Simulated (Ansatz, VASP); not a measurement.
KI: VASP beside Ansatz

```xyz
16
Lattice="6.4200 -5.2900 0.0000 -6.4200 -5.2900 0.0000 0.0000 0.0000 -9.3000" Properties=species:S:1:pos:R:3 pbc="T T T"
K     0.2247   -3.9675   -7.4679
K     0.2247   -9.2575   -7.4679
K     3.4347   -3.9675   -6.4821
K    -2.9853   -3.9675   -6.4821
K    -3.4347   -6.6125   -2.8179
K     2.9853   -6.6125   -2.8179
K    -0.2247   -6.6125   -1.8321
K    -0.2247   -1.3225   -1.8321
I     1.6050   -3.9675   -0.7719
I    -4.8150   -3.9675   -0.7719
I     4.8150   -3.9675   -3.8781
I    -1.6050   -3.9675   -3.8781
I     1.6050   -1.3225   -5.4219
I     1.6050   -6.6125   -5.4219
I    -1.6050   -6.6125   -8.5281
I    -1.6050   -1.3225   -8.5281
```

Alike in both runs: task single point; functional PBE; k mesh 1 × 1 × 1; occupations gaussian, width 0.1 eV; no spin polarisation.

|  | VASP | Ansatz |
| --- | --- | --- |
| version | VASP 6.6.1 | Ansatz 0.2.0 |
| potentials or method | VASP PAW PBE potentials, release 64 (K_sv, I), cutoff 520 eV | scalar-relativistic, plane waves, PAW |
| valence electrons in the cell | 128 | 208 |

```csv
,VASP,Ansatz,Ansatz less VASP
gap on the k mesh at the Fermi level (eV),3.63,3.63,+0.003
least direct gap on the mesh (eV),3.63,3.63,+0.003
pressure (GPa),4.3,4.2,-0.07
"traceless stress, the component that is largest in VASP (GPa)",-3.36,-3.34,+0.014
rms of the force components (eV/Å),0.730,0.722,-0.0077
```

Atom by atom the forces differ by 0.008 eV/Å (rms over components). VASP's potentials hold 128 valence electrons a cell and Ansatz's 208, so a difference there can come from the potentials and not from the codes.

The k mesh is coarse, so the values compare programs but aren't converged. Spin-orbit coupling is off throughout.
